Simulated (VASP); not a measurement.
Here is a VASP 6.6.1 calculation.

INCAR

```
  PREC = Accurate
  ENCUT = 520
  EDIFF = 1E-7
  ISMEAR = 0
  SIGMA = 0.15
  LREAL = False
  LASPH = True
  NELM = 60
  ALGO = Fast
  ISIF = 2
  LWAVE = False
  LCHARG = False
  GGA = PE
  NBANDS = 12
```

File KPOINTS:

```
Automatic mesh
0
Gamma
  22 22 22
```

POSCAR

```
Ti
1.0
   -1.4621296032      1.4621296032      2.1244743134
    1.4621296032     -1.4621296032      2.1244743134
    1.4621296032      1.4621296032     -2.1244743134
Ti
1
Direct
    0.0000000000      0.0000000000      0.0000000000
```

Potentials or basis: VASP PAW PBE potentials, release 64 (Ti_sv).

Command:

```bash
$ cat potpaw_PBE.64/Ti_sv/POTCAR > POTCAR
$ mpirun -np 1 vasp_std > vasp.out
```

Task: What does it give for the band gap on the k mesh?

Result: Zero (bands 6 and 7 overlap by 1.25 eV).

Task: Predict the pressure.

Result: -4.6 GPa.

Stress tensor (GPa, compression positive):
```
-4.25  0.00  0.00
 0.00 -4.25  0.00
 0.00  0.00 -5.18
```

Caveat: the cell stands under tension.
